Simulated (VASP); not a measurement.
Wanted: the native input for a VASP 6.6.1 run.

```yaml
Task: single point
Functional: revPBE
Potentials_or_basis: VASP PAW PBE potentials, release 64 (Co)
Cutoff: 520 eV
k_mesh: 22 × 22 × 22
Occupations: fermi-dirac, width 0.1 eV
Spin: no spin polarisation
Dipole_correction: no
Further_INCAR_settings: ALGO = Normal; EDIFF = 1e-06; NBANDS = 10
```

The structure of Co lies in POSCAR:

```
Co
1.0
    2.2998754767      0.0000000000      0.0000000000
    0.0000000000      2.2998754767      0.0000000000
    0.0000000000      0.0000000000      2.2998754767
Co
1
Direct
    0.0000000000      0.0000000000      0.0000000000
```

One way to write it, as run:

INCAR

```
SYSTEM = Co
PREC     = Accurate       ! precision mode
ENCUT    = 520            ! plane-wave cutoff, eV
EDIFF    = 1E-6           ! SCF threshold, eV
ISMEAR   = -1             ! smearing method
SIGMA    = 0.1            ! smearing width, eV
LREAL    = .False.        ! projectors in reciprocal space
LASPH    = .True.         ! aspherical terms in the spheres
NELM     = 100            ! most SCF steps
ALGO     = Normal         ! electronic algorithm
ISIF     = 2              ! what is computed and relaxed
LWAVE    = .False.        ! write WAVECAR
LCHARG   = .False.        ! write CHGCAR
GGA      = RE             ! functional
NBANDS   = 10             ! bands
```

KPOINTS

```
regular mesh
0
Gamma
  22 22 22
  0 0 0
```

Potentials or basis: VASP PAW PBE potentials, release 64 (Co).

Launch:

```sh
$ cat potpaw_PBE.64/Co/POTCAR > POTCAR
$ mpirun -np 1 vasp_std > vasp.out
```

It gave:

The pressure is -0.6 GPa.

Caveat: the PAW data sets were made with another functional, which shifts forces and pressure a little; the run has no spin polarisation, though such a crystal can be magnetic.

It took 16 s on 1 thread of Intel(R) Xeon(R) 6975P-C (Granite Rapids), on a shared host, peak memory 0.15 GiB.
